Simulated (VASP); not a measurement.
A run of VASP 6.6.1 is set up as follows.

POSCAR

```
Ag
1.0
    2.9299980804      0.0000000000      0.0000000000
   -1.4649990402      2.6896999369      0.0000000000
    0.0000000000      0.0000000000      4.7900000000
Ag
2
Direct
    0.3333333333      0.6666666667      0.2500000000
    0.6666666667      0.3333333333      0.7500000000
```

File INCAR.step1:

```
ALGO = Normal
EDIFF = 1E-4
ENCUT = 520
GGA = PE
ISMEAR = 0
LASPH = True
LCHARG = False
LREAL = False
LWAVE = True
NBANDS = 18
NELM = 80
PREC = Accurate
SIGMA = 0.15
```

Contents of INCAR.step2:

```
ALGO = Normal
EDIFF = 1E-6
ENCUT = 520
ISIF = 2
ISMEAR = 0
ISTART = 1
LASPH = True
LCHARG = False
LMIXTAU = True
LREAL = False
LWAVE = False
METAGGA = R2SCAN
NBANDS = 18
NELM = 80
PREC = Accurate
SIGMA = 0.15
```

Contents of KPOINTS:

```
k-points
0
Gamma
  18 18 10
```

Potentials or basis: VASP PAW PBE potentials, release 64 (Ag).

Launch:

```console
$ cat potpaw_PBE.64/Ag/POTCAR > POTCAR
$ cp INCAR.step1 INCAR
$ mpirun -np 1 vasp_std > vasp.out
$ cp INCAR.step2 INCAR
$ mpirun -np 1 vasp_std > vasp.out
```

(1) What does it give for the pressure?

(2) Predict the largest force.

(3) What does it give for the band gap on the k mesh?

## Answers

(1) -6.6 GPa.

(2) 0.054 eV/Å.

(3) zero (band 11 reaches 10.92 eV, above the bottom of band 12 at 3.54 eV).

Caveat: the cell differs from its parent crystal (strain +0.0600 x Voigt [0, 1, 0, 0, 0, 0]); the PAW data sets were made with another functional, which shifts forces and pressure a little.
